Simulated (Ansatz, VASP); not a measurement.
# Ta3Sb4: VASP beside Ansatz

```
Ta Sb
1.0
     3.52767    0.00000    0.00000
    -1.76384    3.05505    0.00000
     0.00000    0.00000   14.43980
Ta Sb
3 4
Direct
  0.00000 0.00000 0.72745
  0.00000 0.00000 0.27255
  0.00000 0.00000 0.00000
  0.33333 0.66667 0.86416
  0.33333 0.66667 0.40714
  0.66667 0.33333 0.13584
  0.66667 0.33333 0.59286
```

Change from the starting cell: ordered vacancies on the cation sites of nickel arsenide (P-3m1, No. 164).

Alike in both runs: functional PBE; k mesh 6 × 6 × 2; occupations gaussian, width 0.1 eV; no spin polarisation.

Ansatz relaxed the structure, and its values are those at the end. VASP's run is a single point on that final structure, the one shown.

```csv
,VASP,Ansatz
version,VASP 6.6.1,Ansatz 0.2.0
potentials or method,"VASP PAW PBE potentials, release 64 (Ta_pv, Sb), cutoff 520 eV","scalar-relativistic, plane waves, PAW"
valence electrons in the cell,53,99
```

VASP gave:

- gap on the k mesh at the Fermi level (eV): none
- pressure (GPa): 0.0
- rms of the force components (eV/Å): 0.005

**Question.** Which values does Ansatz return?

**Answer.** gap on the k mesh at the Fermi level (eV): none; pressure (GPa): 0.0; rms of the force components (eV/Å): 0.002.

A gap of «none» marks a metal or a gap that the smearing closes. VASP's potentials hold 53 valence electrons a cell and Ansatz's 99, so a difference there can come from the potentials and not from the codes.

Neither program's run includes spin-orbit coupling.
